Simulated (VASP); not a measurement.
# Si (a cell with a defect) in VASP: further runs

Runs on Si (a cell with a defect). Level: PBE. Tasks: single point, relaxation of the atoms.

Program: VASP 6.6.1. These are calculated values, not measurements. Logs are shortened: lines on timing, memory, paths and dates and some standing lists are left out, and cuts for length are marked.

### Step 1. The cell of the first run

The cell holds a defect, 17 atoms: a = 7.679 Å, b = 7.679 Å, c = 7.679 Å, α = 60.00°, β = 60.00°, γ = 60.00°.

### Step 2. Single point, PBE

Contents of INCAR:

```
SYSTEM = Si
PREC     = Accurate       ! precision mode
ENCUT    = 520            ! plane-wave cutoff, eV
EDIFF    = 1E-6           ! SCF threshold, eV
ISMEAR   = -1             ! smearing method
SIGMA    = 0.02           ! smearing width, eV
LREAL    = Auto         
LASPH    = .TRUE.         ! aspherical terms in the spheres
NELM     = 100            ! most SCF steps
ALGO     = Normal         ! electronic algorithm
ISIF     = 2              ! what is computed and relaxed
LWAVE    = .FALSE.        ! write WAVECAR
LCHARG   = .TRUE.         ! write CHGCAR
GGA      = PE             ! functional
LELF     = .TRUE.         ! ELF
LVHAR    = .TRUE.       
NBANDS   = 48             ! bands
```

Contents of KPOINTS:

```
regular mesh
0
G
  2 2 2
  0 0 0
```

Contents of POSCAR:

```
Si
1.0
    0.0000000000      5.4300000000      5.4300000000
    5.4300000000      0.0000000000      5.4300000000
    5.4300000000      5.4300000000      0.0000000000
Si
17
Direct
    0.0026968443      0.0038252311     -0.0030595066
    0.1245773702      0.1251439175      0.1261022021
   -0.0000666036      0.0000344062      0.4999719483
    0.1241969597      0.1248932651      0.6246792879
    0.0033037302      0.4972554759     -0.0028805693
    0.1312301423      0.6233848289      0.1231726122
    0.0027170016      0.4971520293      0.5035357323
    0.1246171448      0.6261625766      0.6249963115
    0.4968738946      0.0040600789     -0.0028785493
    0.6224526286      0.1326926372      0.1230422451
    0.4964148526      0.0038059829      0.5034979778
    0.6260711817      0.1250568229      0.6248655697
    0.4998997959      0.5012678590      0.0009859687
    0.6232991285      0.6238939429      0.1237037386
    0.4968882872      0.4972756839      0.5038191152
    0.6224724290      0.6232673736      0.6323811709
    0.7499121123      0.7512895881      0.2509968448
```

Potentials or basis: VASP PAW PBE potentials, release 64 (Si).

Started as:

```bash
cat potpaw_PBE.64/Si/POTCAR > POTCAR
mpirun -np 1 vasp_std > vasp.out
```

OUTCAR:

```text
SYSTEM = Si
   PREC = Accurate
   ENCUT = 520
   EDIFF = 1E-6
   ISMEAR = -1
   LREAL = Auto
   LASPH = .TRUE.
   NELM = 100
   ISIF = 2
   GGA = PE

 ion  position               nearest neighbor table
   1  0.003  0.004  0.997-   4 2.33   2 2.33  10 2.38   6 2.39  17 2.74
   2  0.125  0.125  0.126-   5 2.33   9 2.33   1 2.33   3 2.34
   3  1.000  0.000  0.500-   4 2.34  12 2.34   2 2.34   8 2.34
   4  0.124  0.125  0.625-  11 2.33   7 2.33   1 2.33   3 2.34
   5  0.003  0.497  0.997-   2 2.33   8 2.33  14 2.38   6 2.38  17 2.76
   6  0.131  0.623  0.123-  13 2.31   5 2.38   7 2.38   1 2.39  17 2.39
   7  0.003  0.497  0.504-   4 2.33   8 2.34  16 2.38   6 2.38  17 2.74
   8  0.125  0.626  0.625-   5 2.33  15 2.33   7 2.34   3 2.34
   9  0.497  0.004  0.997-  12 2.33   2 2.33  10 2.38  14 2.38  17 2.75
  10  0.622  0.133  0.123-  13 2.31   9 2.38   1 2.38  11 2.39  17 2.39
  11  0.496  0.004  0.503-   4 2.33  12 2.33  10 2.39  16 2.39  17 2.74
  12  0.626  0.125  0.625-  15 2.33   9 2.33  11 2.33   3 2.34
  13  0.500  0.501  0.001-  10 2.31  16 2.31   6 2.31  14 2.31
  14  0.623  0.624  0.124-  13 2.31   5 2.38  15 2.38   9 2.38  17 2.39
  15  0.497  0.497  0.504-  12 2.33   8 2.33  14 2.38  16 2.38  17 2.75
  16  0.622  0.623  0.632-  13 2.31  15 2.38   7 2.38  11 2.39  17 2.39
  17  0.750  0.751  0.251-  14 2.39   6 2.39  16 2.39  10 2.39  11 2.74   1 2.74   7 2.74   9 2.75
                            15 2.75   5 2.76

  LATTYP: Found a face centered cubic cell.
 ALAT       =    10.8600000000

  Lattice vectors:

 A1 = (   0.0000000000,   5.4300000000,   5.4300000000)
 A2 = (   5.4300000000,   0.0000000000,   5.4300000000)
 A3 = (   5.4300000000,   5.4300000000,   0.0000000000)

Analysis of symmetry for initial positions (statically):
=====================================================================
 Subroutine PRICEL returns:
 Original cell was already a primitive cell.

 Routine SETGRP: Setting up the symmetry group for a
 face centered cubic supercell.

 Subroutine GETGRP returns: Found  1 space group operations
 (whereof  1 operations were pure point group operations)
 out of a pool of 48 trial point group operations.

The static configuration has the point symmetry C_1 .

Analysis of symmetry for dynamics (positions and initial velocities):
=====================================================================
 Subroutine PRICEL returns:
 Original cell was already a primitive cell.

 Routine SETGRP: Setting up the symmetry group for a
 face centered cubic supercell.

 Subroutine GETGRP returns: Found  1 space group operations
 (whereof  1 operations were pure point group operations)
 out of a pool of 48 trial point group operations.
[... 122 lines left out ...]
   POTIM  = 0.5000    time-step for ionic-motion
   TEBEG  =    0.0;   TEEND  =   0.0 temperature during run
   PSTRESS=    0.0 pullay stress
   NELECT =      68.0000    total number of electrons
   NUPDOWN=      -1.0000    fix difference up-down
   EMIN   =  10.00;   EMAX   =-10.00  energy-range for DOS
   EFERMI =   0.00;   METHOD = LEGACY
   ISMEAR =    -1;   SIGMA  =   0.02  broadening in eV -4-tet -1-fermi 0-gaus
   EFERMI_NEDOS =   21; number of points for ismear=-14 and -15
   IALGO  =     38    algorithm
   IMIX   =      4    mixing-type and parameters
     AMIX     =   0.40;   BMIX     =  1.00
     AMIX_MAG =   1.60;   BMIX_MAG =  1.00
  volume/ion in A,a.u.               =      18.84       127.11
  Fermi-wavevector in a.u.,A,eV,Ry     =   0.976715  1.845724 12.979587  0.953973
  Thomas-Fermi vector in A             =   2.107356
   LORBIT       =      0    0 simple, 1 ext, 2 COOP (PROOUT), +10 PAW based schemes
   GGA     = PE    functional components
   LHFCALC =     F    Hartree Fock is set to
   AEXX    =    0.0000 exact exchange contribution
   IVDW    =     0    specifies the selected vdW correction
   LEPSILON=     F    determine dielectric tensor
   LRPA    =     F    only Hartree local field effects (RPA)
 non-spin polarized calculation
  energy-cutoff  :      520.00
  volume of cell :      320.21
 maximum number of plane-waves:      8646
 NGX is ok and might be reduce to    60
   NGX = 29   NGY = 29   NGZ = 29

 number of electron      68.0000001 magnetization

 Free energy of the ion-electron system (eV)
  ---------------------------------------------------
  ext. energy  EPLUGINS =         0.00000000
  ---------------------------------------------------
  free energy    TOTEN  =       -87.99562082 eV

  energy without entropy =      -87.98548362  energy(sigma->0) =      -87.99055222

 E-fermi :   6.9107     XC(G=0):  -9.6744

 val. band max:        6.6801772860   @ k =   0.0000   0.0000   0.0000
 cond. band min:       6.9251286575   @ k =   0.0000   0.5000   0.5000
 fundamental gap:      0.2449513715
 Fermi energy:         6.9107425192

 k-point     1 :       0.0000    0.0000    0.0000
  band No.  band energies     occupation
      1      -6.3178      2.00000
      2      -3.7729      2.00000
      3      -3.6298      2.00000
      4      -3.6277      2.00000
      5      -3.6260      2.00000
      6      -2.8053      2.00000
[... 381 lines left out ...]
     45      10.1222      0.00000
     46      10.1261      0.00000
 [bands above 46 left out]

------------------------ aborting loop because EDIFF is reached ----------------------------------------

  FORCE on cell =-STRESS in cart. coord.  units (eV):
  Direction    XX          YY          ZZ          XY          YZ          ZX
  --------------------------------------------------------------------------------------
  -------------------------------------------------------------------------------------
  Total       10.6611888     10.6687714     10.6678676     -0.0037472      0.0082402     -0.0114636
  in kB       53.3441415     53.3820819     53.3775599     -0.0187494      0.0412303     -0.0573590
  external PRESSURE =      53.3679278 kB  Pullay stress =       0.0000000 kB

 VOLUME and BASIS-vectors are now :
 -----------------------------------------------------------------------------
  energy-cutoff  :      520.00
  volume of cell :      320.21
      direct lattice vectors                 reciprocal lattice vectors
     0.000000000  5.430000000  5.430000000    -0.092081031  0.092081031  0.092081031
     5.430000000  0.000000000  5.430000000     0.092081031 -0.092081031  0.092081031
     5.430000000  5.430000000  0.000000000     0.092081031  0.092081031 -0.092081031

 POSITION                                       TOTAL-FORCE (eV/Angst)
 -----------------------------------------------------------------------------------
      5.43416      5.42803      0.03541        -0.001680      0.010628     -0.013129
      1.36427      1.36119      1.35599         0.005066      0.017297     -0.022071
      2.71503      8.14449      5.42983         0.004824      0.000694      0.001809
      4.07018      4.06640      1.35256        -0.010276     -0.011116     -0.011850
      8.11446      5.43230      2.71804         0.034984      0.000241      0.001890
      4.05381      1.38141      4.09756        -0.002348      0.005138      0.008153
[... 9 lines left out ...]
      6.81817      6.81386      6.76437         0.005678     -0.004845      0.002577
      5.44242      5.43494      8.15153         0.002483      0.000468      0.000846
 -----------------------------------------------------------------------------------
    total drift:                               -0.008772      0.001915     -0.002046

  FREE ENERGIE OF THE ION-ELECTRON SYSTEM (eV)
  ---------------------------------------------------
  free  energy   TOTEN  =       -87.9956208207 eV

  energy  without entropy=      -87.9854836160  energy(sigma->0) =      -87.99055222
```

stdout:

```text
POSCAR found type information on POSCAR Si
 POSCAR found :  1 types and      17 ions
 scaLAPACK will be used
 LDA part: xc-table for (Slater+PW92), standard interpolation
 POSCAR, INCAR and KPOINTS ok, starting setup
 FFT: planning ... GRIDC
 FFT: planning ... GRID_SOFT
 FFT: planning ... GRID
 WAVECAR not read
 entering main loop
```

It took 3.2 min on 1 thread of Intel Xeon Platinum 8488C (Sapphire Rapids), shared host; peak memory 0.47 GiB.

What came out:

```
Free energy            : -87.9956 eV
Pressure               : 5.3 GPa
Largest force          : 0.035 eV/Å
Band gap on the k mesh : zero (band 34 reaches 6.93 eV, above the bottom of band 35 at 6.68 eV)
```

Forces in eV/Å, atoms in the order of the input:
```
Si  -0.002  0.011 -0.013
Si   0.005  0.017 -0.022
Si   0.005  0.001  0.002
Si  -0.010 -0.011 -0.012
Si   0.035  0.000  0.002
Si  -0.002  0.005  0.008
Si   0.001 -0.011  0.009
Si   0.006 -0.023  0.016
Si  -0.003  0.020 -0.006
Si   0.003  0.002 -0.004
Si  -0.020  0.005  0.001
Si  -0.016  0.014  0.011
Si   0.007  0.000  0.003
Si  -0.017 -0.021 -0.018
Si   0.000 -0.005  0.022
Si   0.006 -0.005  0.003
Si   0.002  0.000  0.001
```

Levels at points of the mesh, in eV from the Fermi level:
```
           k point  band 32  band 33  band 34  band 35  band 36  band 37
(0.00, 0.00, 0.00)    -0.82    -0.82    -0.24    -0.23    -0.23     0.09
(0.50, 0.00, 0.00)    -1.43    -1.43    -0.35     0.53     0.54     0.90
(0.00, 0.50, 0.00)    -1.43    -1.43    -0.35     0.53     0.55     0.89
(0.00, 0.00, 0.50)    -1.43    -1.43    -0.35     0.53     0.55     0.89
(0.50, 0.50, 0.50)    -1.43    -1.43    -0.35     0.53     0.54     0.90
(0.50, 0.50, 0.00)    -1.89    -0.99     0.01     0.72     1.02     1.03
(0.00, 0.50, 0.50)    -1.89    -0.99     0.01     0.72     1.02     1.03
(0.50, 0.00, 0.50)    -1.89    -0.99     0.01     0.72     1.02     1.03
```

Caveat: the k points lie up to 0.50 Å⁻¹ apart.

### Step 3. Relaxation of the atoms, PBE

Contents of INCAR:

```
SYSTEM = Si
  ALGO = Normal
  EDIFF = 1E-7
  EDIFFG = -0.08
  ENCUT = 520
  GGA = PE
  IBRION = 2
  ISIF = 2
  ISMEAR = -1
  LASPH = .True.
  LCHARG = .False.
  LREAL = Auto
  LUSENCCL = .False.
  LWAVE = .False.
  NELM = 60
  NSW = 45
  PREC = Accurate
  SIGMA = 0.02
```

Contents of KPOINTS:

```
k-points
0
Gamma
  2 2 2
  0 0 0
```

Contents of POSCAR:

```
Si
1.0
    0.0000000000      5.4300000000      5.4300000000
    5.4300000000      0.0000000000      5.4300000000
    5.4300000000      5.4300000000      0.0000000000
Si
17
Direct
    0.0000000000      0.0000000000      0.0000000000
    0.1250000000      0.1250000000      0.1250000000
    0.0000000000      0.0000000000      0.5000000000
    0.1250000000      0.1250000000      0.6250000000
    0.0000000000      0.5000000000      0.0000000000
    0.1250000000      0.6250000000      0.1250000000
    0.0000000000      0.5000000000      0.5000000000
    0.1250000000      0.6250000000      0.6250000000
    0.5000000000      0.0000000000      0.0000000000
    0.6250000000      0.1250000000      0.1250000000
    0.5000000000      0.0000000000      0.5000000000
    0.6250000000      0.1250000000      0.6250000000
    0.5000000000      0.5000000000      0.0000000000
    0.6250000000      0.6250000000      0.1250000000
    0.5000000000      0.5000000000      0.5000000000
    0.6250000000      0.6250000000      0.6250000000
    0.7475569000      0.7604617000      0.2569321000
```

Potentials or basis: VASP PAW PBE potentials, release 64 (Si).

Started as:

```bash
cat potpaw_PBE.64/Si/POTCAR > POTCAR
mpirun -np 1 vasp_std > vasp.out
```

OUTCAR:

```text
SYSTEM = Si
   EDIFF = 1E-7
   EDIFFG = -0.08
   ENCUT = 520
   GGA = PE
   IBRION = 2
   ISIF = 2
   ISMEAR = -1
   LASPH = .True.
   LREAL = Auto
   NELM = 60
   NSW = 45
   PREC = Accurate

 ion  position               nearest neighbor table
   1  0.000  0.000  0.000-   2 2.35   4 2.35   6 2.35  10 2.35  17 2.67
   2  0.125  0.125  0.125-   1 2.35   3 2.35   5 2.35   9 2.35
   3  0.000  0.000  0.500-   2 2.35   4 2.35   8 2.35  12 2.35
   4  0.125  0.125  0.625-   1 2.35   3 2.35   7 2.35  11 2.35
   5  0.000  0.500  0.000-   2 2.35   6 2.35   8 2.35  14 2.35  17 2.81
   6  0.125  0.625  0.125-   1 2.35   5 2.35   7 2.35  13 2.35  17 2.37
   7  0.000  0.500  0.500-   4 2.35   6 2.35   8 2.35  16 2.35  17 2.69
   8  0.125  0.625  0.625-   3 2.35   5 2.35   7 2.35  15 2.35
   9  0.500  0.000  0.000-   2 2.35  10 2.35  12 2.35  14 2.35  17 2.74
  10  0.625  0.125  0.125-  17 2.29   9 2.35  11 2.35  13 2.35   1 2.35
[... 214 lines left out ...]
  Total       11.7950441     11.7058586     11.7200710     -0.5267341     -1.1917232     -0.2515924
  in kB       59.0174809     58.5712335     58.6423468     -2.6355580     -5.9628858     -1.2588636
  external PRESSURE =      58.7436871 kB  Pullay stress =       0.0000000 kB
[... 242 lines left out ...]
--------------------------------------- Ionic step        6  -------------------------------------------

 number of electron      68.0000000 magnetization

 Free energy of the ion-electron system (eV)
  ---------------------------------------------------
  ext. energy  EPLUGINS =         0.00000000
  ---------------------------------------------------
  free energy    TOTEN  =       -87.99424105 eV

  energy without entropy =      -87.98400361  energy(sigma->0) =      -87.98912233

 E-fermi :   6.9115     XC(G=0):  -9.6745

 val. band max:        6.6867157568   @ k =   0.0000   0.0000   0.0000
 cond. band min:       6.9259574349   @ k =   0.5000   0.0000   0.5000
 fundamental gap:      0.2392416782
 Fermi energy:         6.9115479059

 k-point     1 :       0.0000    0.0000    0.0000
  band No.  band energies     occupation
      1      -6.3177      2.00000
      2      -3.7753      2.00000
      3      -3.6299      2.00000
      4      -3.6267      2.00000
      5      -3.6226      2.00000
      6      -2.8090      2.00000
[... 401 lines left out ...]
  FREE ENERGIE OF THE ION-ELECTRON SYSTEM (eV)
  ---------------------------------------------------
  free  energy   TOTEN  =       -87.9942410518 eV

  energy  without entropy=      -87.9840036063  energy(sigma->0) =      -87.98912233

 reached required accuracy - stopping structural energy minimisation
```

OSZICAR:

```text
N       E                     dE             d eps       ncg     rms          rms(c)
DAV:   1     0.188216654678E+03    0.18822E+03   -0.26809E+04   688   0.132E+03
DAV:   2    -0.716975335925E+02   -0.25991E+03   -0.25089E+03   827   0.188E+02
DAV:   3    -0.890850458504E+02   -0.17388E+02   -0.17095E+02   872   0.426E+01
[... 52 lines left out ...]
DAV:   2    -0.879942623205E+02   -0.17729E-03   -0.23599E-03   824   0.189E-01    0.353E-02
DAV:   3    -0.879942431839E+02    0.19137E-04   -0.87907E-05   784   0.392E-02    0.192E-02
DAV:   4    -0.879942406791E+02    0.25049E-05   -0.20411E-05   808   0.160E-02    0.746E-03
DAV:   5    -0.879942410745E+02   -0.39542E-06   -0.20493E-06   824   0.560E-03    0.313E-03
DAV:   6    -0.879942410518E+02    0.22681E-07   -0.14356E-07   424   0.164E-03
   6 F= -.87994241E+02 E0= -.87989122E+02  d E =-.201764E-02
```

Wall time 1.9 min (1 × NVIDIA H100 80GB with 1 thread of Intel Xeon Platinum 8481C at 2.70GHz (Sapphire Rapids), shared host); peak memory 1.4 GiB.

Results:

```
Free energy                  : -87.9942 eV
Energy gained by relaxing    : 9.9 meV/atom
Ionic steps                  : 6
Pressure after relaxing      : 5.3 GPa
Largest force after relaxing : 0.070 eV/Å
Band gap on the k mesh       : zero (band 34 reaches 6.93 eV, above the bottom of band 35 at 6.68 eV)
```

Forces in eV/Å, atoms in the order of the input:
```
Si   0.007 -0.011 -0.012
Si  -0.008 -0.002 -0.012
Si   0.001  0.001  0.000
Si  -0.002  0.010  0.007
Si  -0.001  0.013  0.013
Si   0.029  0.001  0.005
Si   0.005 -0.011 -0.009
Si  -0.005 -0.012 -0.001
Si   0.021  0.003  0.023
Si   0.021  0.013  0.007
Si  -0.013 -0.003  0.001
Si  -0.014 -0.009 -0.011
Si  -0.036 -0.003 -0.013
Si   0.019  0.006  0.009
Si   0.018  0.021  0.002
Si   0.018  0.001  0.019
Si  -0.061 -0.018 -0.029
```

Step by step:
| step | energy change (eV) | largest force (eV/Å) | pressure (GPa) |
| --- | --- | --- | --- |
| 1 | 0.0000 | 1.3364 | 5.87 |
| 2 | -0.1589 | 0.2804 | 5.35 |
| 3 | -0.1591 | 0.2866 | 5.33 |
| 4 | -0.1666 | 0.1437 | 5.32 |
| 5 | -0.1669 | 0.1417 | 5.32 |
| 6 | -0.1689 | 0.0699 | 5.33 |

Final structure:
```cif
data_structure
_symmetry_space_group_name_H-M 'P 1'
_symmetry_Int_Tables_number 1
_cell_length_a 7.6792
_cell_length_b 7.6792
_cell_length_c 7.6792
_cell_angle_alpha 60.000
_cell_angle_beta 60.000
_cell_angle_gamma 60.000
_cell_volume 320.21
loop_
_atom_site_label
_atom_site_type_symbol
_atom_site_fract_x
_atom_site_fract_y
_atom_site_fract_z
_atom_site_occupancy
Si1 Si 0.00300 0.00335 0.99689 1
Si2 Si 0.12463 0.12489 0.12622 1
Si3 Si 0.00001 0.99987 0.49990 1
Si4 Si 0.12423 0.12458 0.62450 1
Si5 Si 0.00285 0.49723 0.99720 1
Si6 Si 0.13101 0.62283 0.12287 1
Si7 Si 0.00302 0.49694 0.50325 1
Si8 Si 0.12467 0.62616 0.62486 1
Si9 Si 0.49702 0.00317 0.99708 1
Si10 Si 0.62200 0.13385 0.12178 1
Si11 Si 0.49672 0.00337 0.50325 1
Si12 Si 0.62640 0.12479 0.62472 1
Si13 Si 0.49935 0.50266 0.00174 1
Si14 Si 0.62403 0.62394 0.12395 1
Si15 Si 0.49705 0.49714 0.50308 1
Si16 Si 0.62227 0.62203 0.63310 1
Si17 Si 0.74931 0.75367 0.25255 1
```

Caveat: the k points lie up to 0.50 Å⁻¹ apart; the relaxation stopped at a loose force limit of 0.08 eV/Å, so its end isn't a converged minimum.
